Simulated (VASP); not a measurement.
A run of VASP 6.6.1 is set up as follows.

POSCAR

```
CdS
1.0
    3.8984400000      0.0000000000      0.0000000000
    0.0000000000      5.5114900000      0.0000000000
    0.0000000000      0.0000000000      3.8981000000
Cd S
2 2
Direct
    0.5000000000      0.5000000000      0.2430300000
    0.0000000000      0.0000000000      0.7569700000
    0.5000000000      0.0000000000      0.2551600000
    0.0000000000      0.5000000000      0.7448400000
```

Contents of INCAR.step1:

```
PREC = Accurate ; ENCUT = 550
ISMEAR = -1 ; SIGMA = 0.1
LREAL = F ; LASPH = T
NELM = 120 ; NBANDS = 26
GGA = PE ; ALGO = Normal
EDIFF = 1E-5 ; LWAVE = T
LCHARG = F ; GGA_COMPAT = F
```

The input INCAR.step2:

```
PREC = Accurate ; ENCUT = 550
EDIFF = 1E-6 ; ISMEAR = -1
SIGMA = 0.1 ; LREAL = F
LASPH = T ; NELM = 120
ALGO = Normal ; ISIF = 2
LWAVE = F ; LCHARG = F
METAGGA = R2SCAN ; LMIXTAU = T
NBANDS = 26 ; ISTART = 1
GGA_COMPAT = F
```

File KPOINTS:

```
Automatic mesh
0
Gamma
  4 4 4
```

Potentials or basis: VASP PAW PBE potentials, release 64 (Cd, S).

Run with:

```console
$ cat potpaw_PBE.64/Cd/POTCAR potpaw_PBE.64/S/POTCAR > POTCAR
$ cp INCAR.step1 INCAR
$ mpirun -np 1 vasp_std > vasp.out
$ cp INCAR.step2 INCAR
$ mpirun -np 1 vasp_std > vasp.out
```

Q: Predict the pressure.

A: -2.0 GPa.

Q: Predict the largest force.

A: 0.031 eV/Å.

Stress tensor (GPa, compression positive):
```
-1.77  0.00  0.00
 0.00 -2.36  0.00
 0.00  0.00 -1.78
```

Caveat: the PAW data sets were made with another functional, which shifts forces and pressure a little.
